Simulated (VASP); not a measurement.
# BAs (v.br) (F-43m) in VASP: notebook

BAs (v.br) is run at these levels: PBE; tasks: single point.

Everything below comes from runs of VASP 6.6.1. Logs are shortened: lines on timing, memory, paths and dates and some standing lists are left out, and cuts for length are marked.

## (1) The cell of the first run

The structure is cubic, space group F-43m (No. 216). The conventional cell has a = 4.770 Å, b = 4.770 Å, c = 4.770 Å, α = 90.00°, β = 90.00°, γ = 90.00°. B (site symmetry -43m) has 4 As at 2.07 Å within 2.7 Å. Within 2.7 Å of As (site symmetry -43m) lie 4 B at 2.07 Å.

## (2) Single point, PBE

INCAR

```
PREC = Accurate
ENCUT = 500
EDIFF = 1E-6
ISMEAR = 0
SIGMA = 0.02
LREAL = False
LASPH = True
NELM = 120
ALGO = Normal
ISIF = 2
LWAVE = False
LCHARG = True
GGA = PE
LELF = True
LVHAR = True
NBANDS = 11
GGA_COMPAT = False
```

KPOINTS

```
Automatic mesh
0
Gamma
  10 10 10
```

POSCAR

```
BAs
1.0
    0.0000000000      2.3850000000      2.3850000000
    2.3850000000      0.0000000000      2.3850000000
    2.3850000000      2.3850000000      0.0000000000
B As
1 1
Direct
    0.0000000000      0.0000000000      0.0000000000
    0.2500000000      0.2500000000      0.2500000000
```

Potentials or basis: VASP PAW PBE potentials, release 64 (B, As).

The run is started by

```
cat potpaw_PBE.64/B/POTCAR potpaw_PBE.64/As/POTCAR > POTCAR
mpirun -np 1 vasp_std > vasp.out
```

OUTCAR:

```text
PREC = Accurate
   ENCUT = 500
   EDIFF = 1E-6
   ISMEAR = 0
   LREAL = False
   LASPH = True
   NELM = 120
   ISIF = 2
   GGA = PE

 ion  position               nearest neighbor table
   1  0.000  0.000  0.000-   2 2.07   2 2.07   2 2.07   2 2.07
   2  0.250  0.250  0.250-   1 2.07   1 2.07   1 2.07   1 2.07

  LATTYP: Found a face centered cubic cell.
 ALAT       =     4.7700000000

  Lattice vectors:

 A1 = (   0.0000000000,   2.3850000000,   2.3850000000)
 A2 = (   2.3850000000,   0.0000000000,   2.3850000000)
 A3 = (   2.3850000000,   2.3850000000,   0.0000000000)

Analysis of symmetry for initial positions (statically):
=====================================================================
 Subroutine PRICEL returns:
 Original cell was already a primitive cell.

 Routine SETGRP: Setting up the symmetry group for a
 face centered cubic supercell.

 Subroutine GETGRP returns: Found 24 space group operations
 (whereof 24 operations were pure point group operations)
 out of a pool of 48 trial point group operations.

The static configuration has the point symmetry T_d .

Analysis of symmetry for dynamics (positions and initial velocities):
=====================================================================
 Subroutine PRICEL returns:
 Original cell was already a primitive cell.

 Routine SETGRP: Setting up the symmetry group for a
 face centered cubic supercell.

 Subroutine GETGRP returns: Found 24 space group operations
 (whereof 24 operations were pure point group operations)
 out of a pool of 48 trial point group operations.

The dynamic configuration has the point symmetry T_d .

 Subroutine INISYM returns: Found 24 space group operations
 (whereof 24 operations are pure point group operations),
 and found     1 'primitive' translations

----------------------------------------------------------------------------------------

                                     Primitive cell

  volume of cell :      27.1328

  direct lattice vectors                    reciprocal lattice vectors
     0.000000000  2.385000000  2.385000000    -0.209643606  0.209643606  0.209643606
     2.385000000  0.000000000  2.385000000     0.209643606 -0.209643606  0.209643606
     2.385000000  2.385000000  0.000000000     0.209643606  0.209643606 -0.209643606

  length of vectors
     3.372899346  3.372899346  3.372899346     0.363113377  0.363113377  0.363113377

  position of ions in fractional coordinates (direct lattice)
     0.000000000  0.000000000  0.000000000
     0.250000000  0.250000000  0.250000000

  ion indices of the primitive-cell ions
   primitive index   ion index
                 1           1
                 2           2

----------------------------------------------------------------------------------------

 KPOINTS: Automatic mesh

Automatic generation of k-mesh.
 Grid dimensions read from file:
 generate k-points for:   10   10   10

 Generating k-lattice:

  Cartesian coordinates                     Fractional coordinates (reciprocal lattice)
    -0.020964361  0.020964361  0.020964361     0.100000000  0.000000000  0.000000000
     0.020964361 -0.020964361  0.020964361     0.000000000  0.100000000  0.000000000
     0.020964361  0.020964361 -0.020964361     0.000000000  0.000000000  0.100000000

  Length of vectors
     0.036311338  0.036311338  0.036311338

  Shift w.r.t. Gamma in fractional coordinates (k-lattice)
     0.000000000  0.000000000  0.000000000

 Subroutine IBZKPT returns following result:
 ===========================================

 Found     47 irreducible k-points:

 Following reciprocal coordinates:
            Coordinates               Weight
  0.000000  0.000000  0.000000      1.000000
  0.100000  0.000000  0.000000      8.000000
  0.200000  0.000000  0.000000      8.000000
  0.300000  0.000000  0.000000      8.000000
  0.400000  0.000000  0.000000      8.000000
  0.500000  0.000000  0.000000      4.000000
[... 16 lines left out ...]
  0.300000  0.300000  0.000000      6.000000
  0.400000  0.300000  0.000000     24.000000
 [... further k-points ...]
   k-points           NKPTS =     47   k-points in BZ     NKDIM =     47   number of bands    NBANDS=     11
   number of dos      NEDOS =    301   number of ions     NIONS =      2
   total plane-waves  NPLWV =  21952
   dimension x,y,z NGX =    28 NGY =   28 NGZ =   28
   dimension x,y,z NGXF=    56 NGYF=   56 NGZF=   56
   ions per type =               1   1
   NGX,Y,Z   is equivalent  to a cutoff of  13.80, 13.80, 13.80 a.u.
   NGXF,Y,Z  is equivalent  to a cutoff of  27.60, 27.60, 27.60 a.u.
 SYSTEM =  unknown system
   PREC   = accura    normal or accurate (medium, high low for compatibility)
   ISTART =      0    job   : 0-new  1-cont  2-samecut
   ICHARG =      2    charge: 1-file 2-atom 10-const
   ISPIN  =      1    spin polarized calculation?
   LNONCOLLINEAR =      F non collinear calculations
   LSORBIT =      F    spin-orbit coupling
   LASPH  =      T    aspherical Exc in radial PAW
   ENCUT  =  500.0 eV  36.75 Ry    6.06 a.u.   6.15  6.15  6.15*2*pi/ulx,y,z
   NELM   =    120;   NELMIN=  2; NELMDL= -5     # of ELM steps
   EDIFF  = 0.1E-05   stopping-criterion for ELM
   LREAL  =      F    real-space projection
   EDIFFG = 0.1E-04   stopping-criterion for IOM
   NSW    =      0    number of steps for IOM
   IBRION =     -1    ionic relax: 0-MD 1-quasi-New 2-CG
   NFREE  =      0    steps in history (QN), initial steepest desc. (CG)
   ISIF   =      2    stress and relaxation
   ISYM   =      2    0-nonsym 1-usesym 2-fastsym
   POTIM  = 0.5000    time-step for ionic-motion
   TEBEG  =    0.0;   TEEND  =   0.0 temperature during run
   PSTRESS=    0.0 pullay stress
   NELECT =       8.0000    total number of electrons
   NUPDOWN=      -1.0000    fix difference up-down
   EMIN   =  10.00;   EMAX   =-10.00  energy-range for DOS
   EFERMI =   0.00;   METHOD = LEGACY
   ISMEAR =     0;   SIGMA  =   0.02  broadening in eV -4-tet -1-fermi 0-gaus
   EFERMI_NEDOS =   21; number of points for ismear=-14 and -15
   IALGO  =     38    algorithm
   IMIX   =      4    mixing-type and parameters
     AMIX     =   0.40;   BMIX     =  1.00
     AMIX_MAG =   1.60;   BMIX_MAG =  1.00
  volume/ion in A,a.u.               =      13.57        91.55
  Fermi-wavevector in a.u.,A,eV,Ry     =   1.089615  2.059074 16.153667  1.187261
  Thomas-Fermi vector in A             =   2.225822
   LORBIT       =      0    0 simple, 1 ext, 2 COOP (PROOUT), +10 PAW based schemes
   GGA     = PE    functional components
   LHFCALC =     F    Hartree Fock is set to
   AEXX    =    0.0000 exact exchange contribution
   IVDW    =     0    specifies the selected vdW correction
   LEPSILON=     F    determine dielectric tensor
   LRPA    =     F    only Hartree local field effects (RPA)
 non-spin polarized calculation
 Gauss-broadening in eV      SIGMA  =   0.02
  energy-cutoff  :      500.00
  volume of cell :       27.13
 maximum number of plane-waves:       701
 NGX is ok and might be reduce to    28
   NGX = 13   NGY = 13   NGZ = 13

 number of electron       8.0000000 magnetization

 Free energy of the ion-electron system (eV)
  ---------------------------------------------------
  ext. energy  EPLUGINS =         0.00000000
  ---------------------------------------------------
  free energy    TOTEN  =       -11.40331130 eV

  energy without entropy =      -11.40331130  energy(sigma->0) =      -11.40331130

 E-fermi :   6.2836     XC(G=0): -10.6034

 val. band max:        6.1750324471   @ k =   0.0000   0.0000   0.0000
 cond. band min:       7.3459249292   @ k =   0.4000   0.4000   0.0000
 fundamental gap:      1.1708924821
 Fermi energy:         6.2836234202

 k-point     1 :       0.0000    0.0000    0.0000
  band No.  band energies     occupation
      1      -9.2665      2.00000
      2       6.1750      2.00000
      3       6.1750      2.00000
      4       6.1750      2.00000
      5       9.4570      0.00000
      6       9.4570      0.00000
      7       9.4570      0.00000
      8      10.9179      0.00000
      9      15.7792      0.00000
     10      19.1433      0.00000
     11      19.1433      0.00000

 k-point     2 :       0.1000    0.0000    0.0000
  band No.  band energies     occupation
      1      -9.1016      2.00000
      2       4.7770      2.00000
      3       5.8718      2.00000
      4       5.8718      2.00000
      5       9.6137      0.00000
      6       9.8562      0.00000
      7       9.8562      0.00000
      8      11.7799      0.00000
      9      16.4276      0.00000
     10      18.0703      0.00000
     11      18.0703      0.00000

 k-point     3 :       0.2000    0.0000    0.0000
  band No.  band energies     occupation
      1      -8.6153      2.00000
      2       2.4044      2.00000
      3       5.2946      2.00000
      4       5.2946      2.00000
      5       9.4055      0.00000
      6      10.5756      0.00000
      7      10.5756      0.00000
      8      13.3932      0.00000
      9      17.3487      0.00000
     10      17.3487      0.00000
     11      17.4267      0.00000

 k-point     4 :       0.3000    0.0000    0.0000
  band No.  band energies     occupation
      1      -7.8436      2.00000
      2       0.1042      2.00000
      3       4.7845      2.00000
      4       4.7845      2.00000
      5       9.1361      0.00000
      6      10.9768      0.00000
      7      10.9768      0.00000
      8      14.6466      0.00000
      9      17.5493      0.00000
     10      17.8004      0.00000
     11      17.8004      0.00000
[... 239 lines left out ...]
 k-point    22 :      -0.2000    0.2000    0.0000
  band No.  band energies     occupation
      1      -7.5790      2.00000
      2       0.6927      2.00000
      3       2.0831      2.00000
      4       4.8765      2.00000
      5      10.1249      0.00000
      6      11.3045      0.00000
      7      12.2033      0.00000
      8      13.2033      0.00000
      9      16.0656      0.00000
     10      18.8299      0.00000
     11      20.4026      0.00000

 k-point    23 :       0.3000    0.3000    0.0000
  band No.  band energies     occupation
      1      -7.3421      2.00000
      2       0.9565      2.00000
      3       2.9708      2.00000
      4       2.9708      2.00000
      5       7.5677      0.00000
      6       9.8346      0.00000
      7      14.6563      0.00000
      8      14.6563      0.00000
      9      17.2136      0.00000
     10      21.2915      0.00000
     11      21.2955      0.00000

 k-point    24 :       0.4000    0.3000    0.0000
  band No.  band energies     occupation
      1      -6.6103      2.00000
      2      -0.2946      2.00000
      3       2.1802      2.00000
      4       2.6728      2.00000
      5       7.8688      0.00000
      6       9.5722      0.00000
      7      15.0422      0.00000
      8      15.2725      0.00000
      9      18.2668      0.00000
     10      22.0486      0.00000
     11      22.0753      0.00000

 [... further k-points ...]

------------------------ aborting loop because EDIFF is reached ----------------------------------------

  FORCE on cell =-STRESS in cart. coord.  units (eV):
  Direction    XX          YY          ZZ          XY          YZ          ZX
  --------------------------------------------------------------------------------------
  -------------------------------------------------------------------------------------
  Total        0.6904298      0.6904298      0.6904298      0.0000000      0.0000000      0.0000000
  in kB       40.7694600     40.7694600     40.7694600      0.0000000      0.0000000      0.0000000
  external PRESSURE =      40.7694600 kB  Pullay stress =       0.0000000 kB

 VOLUME and BASIS-vectors are now :
 -----------------------------------------------------------------------------
  energy-cutoff  :      500.00
  volume of cell :       27.13
      direct lattice vectors                 reciprocal lattice vectors
     0.000000000  2.385000000  2.385000000    -0.209643606  0.209643606  0.209643606
     2.385000000  0.000000000  2.385000000     0.209643606 -0.209643606  0.209643606
     2.385000000  2.385000000  0.000000000     0.209643606  0.209643606 -0.209643606

 POSITION                                       TOTAL-FORCE (eV/Angst)
 -----------------------------------------------------------------------------------
      0.00000      0.00000      0.00000         0.000000     -0.000000      0.000000
      1.19250      1.19250      1.19250        -0.000000      0.000000     -0.000000
 -----------------------------------------------------------------------------------
    total drift:                               -0.000000     -0.000000     -0.000000

  FREE ENERGIE OF THE ION-ELECTRON SYSTEM (eV)
  ---------------------------------------------------
  free  energy   TOTEN  =       -11.4033113028 eV

  energy  without entropy=      -11.4033113028  energy(sigma->0) =      -11.40331130
```

Run time: 21 s. Hardware: 1 thread of Intel Xeon 6975P-C, shared host; peak memory 0.16 GiB.

What came out:

| Property | Result |
| --- | --- |
| Free energy | -11.4033 eV |
| Pressure | 4.1 GPa |
| Band gap on the k mesh | 1.17 eV, indirect (least direct gap 3.28 eV) |

Levels at points of the mesh, in eV from the valence-band top:
| k point | band 2 | band 3 | band 4 | band 5 | band 6 | band 7 |
| --- | --- | --- | --- | --- | --- | --- |
| (0.00, 0.00, 0.00) | 0.00 | 0.00 | 0.00 | 3.28 | 3.28 | 3.28 |
| (0.50, 0.00, 0.00) | -8.82 | -1.83 | -1.83 | 2.72 | 4.79 | 4.79 |
| (0.50, 0.50, 0.00) | -8.56 | -4.10 | -4.10 | 1.42 | 1.44 | 11.41 |

## (3) Single point, PBE

INCAR

```
SYSTEM = BAs
ALGO = Normal
EDIFF = 1E-6
ENCUT = 500
GGA = PE
GGA_COMPAT = .FALSE.
ISIF = 2
ISMEAR = 0
LASPH = .TRUE.
LCHARG = .TRUE.
LELF = .TRUE.
LREAL = .FALSE.
LVHAR = .TRUE.
LWAVE = .FALSE.
NBANDS = 11
NELM = 120
PREC = Accurate
SIGMA = 0.02
```

KPOINTS

```
k-points
0
G
  10 10 10
  0 0 0
```

POSCAR is that of step 2.

Potentials or basis: VASP PAW PBE potentials, release 64 (B, As).

The run is started by

```
cat potpaw_PBE.64/B/POTCAR potpaw_PBE.64/As/POTCAR > POTCAR
mpirun -np 1 vasp_std > vasp.out
```

Wall time 18 s (1 thread of Intel Xeon 6975P-C, shared host); peak memory 0.16 GiB.

The run converged. Its results:

* Free energy: -11.4033 eV
* Pressure: 4.1 GPa
* Band gap on the k mesh: 1.17 eV, indirect (least direct gap 3.28 eV)

Levels at points of the mesh, in eV from the valence-band top:
| k point | band 1 | band 2 | band 3 | band 4 | band 5 | band 6 | band 7 | band 8 |
| --- | --- | --- | --- | --- | --- | --- | --- | --- |
| (0.00, 0.00, 0.00) | -15.44 | 0.00 | 0.00 | 0.00 | 3.28 | 3.28 | 3.28 | 4.74 |
| (0.50, 0.00, 0.00) | -12.55 | -8.82 | -1.83 | -1.83 | 2.72 | 4.79 | 4.79 | 8.87 |
| (0.50, 0.50, 0.00) | -11.23 | -8.56 | -4.10 | -4.10 | 1.42 | 1.44 | 11.41 | 11.41 |
